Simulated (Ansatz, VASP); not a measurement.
**One calculation of KNb2W2, two programs**

```xyz
5
Lattice="4.2756 0.0000 0.0000 -2.1378 3.7027 0.0000 0.0000 0.0000 7.2057" Properties=species:S:1:pos:R:3 pbc="T T T"
K     0.0000    0.0000    0.0000
Nb    0.0000    2.4685    4.4675
Nb    2.1378    1.2342    2.7382
W     0.0000    2.4685    1.8735
W     2.1378    1.2342    5.3322
```

Change from the starting cell: species swapped into the EuMn2As2 type (P-3m1, No. 164).

Alike in both runs: task relaxation of cell and atoms; functional PBE; k mesh 6 × 6 × 4; occupations gaussian, width 0.1 eV; no spin polarisation.

|  | VASP | Ansatz |
| --- | --- | --- |
| version | VASP 6.6.1 | Ansatz 0.2.0 |
| potentials or method | VASP PAW PBE potentials, release 64 (K_sv, Nb_sv, W_sv), cutoff 600 eV | scalar-relativistic, plane waves, PAW |
| valence electrons in the cell | 63 | 63 |

Ansatz gave:

```
gap on the k mesh at the Fermi level, each at its own relaxed structure (eV) : none
relaxed volume (Å³/atom)                                                     : 28.12
relaxed length of the cell vector where the two differ most in proportion (Å)              : 8.692
```

Estimate VASP's values.

gap on the k mesh at the Fermi level, each at its own relaxed structure (eV): none; relaxed volume (Å³/atom): 28.12; relaxed length of the cell vector where the two differ most in proportion (Å): 8.707.

A gap of «none» marks a metal or a gap that the smearing closes.

Spin-orbit coupling is off throughout. Noted on VASP's run: the volume moved by over 15 % at a fixed basis, so the end points are rough.
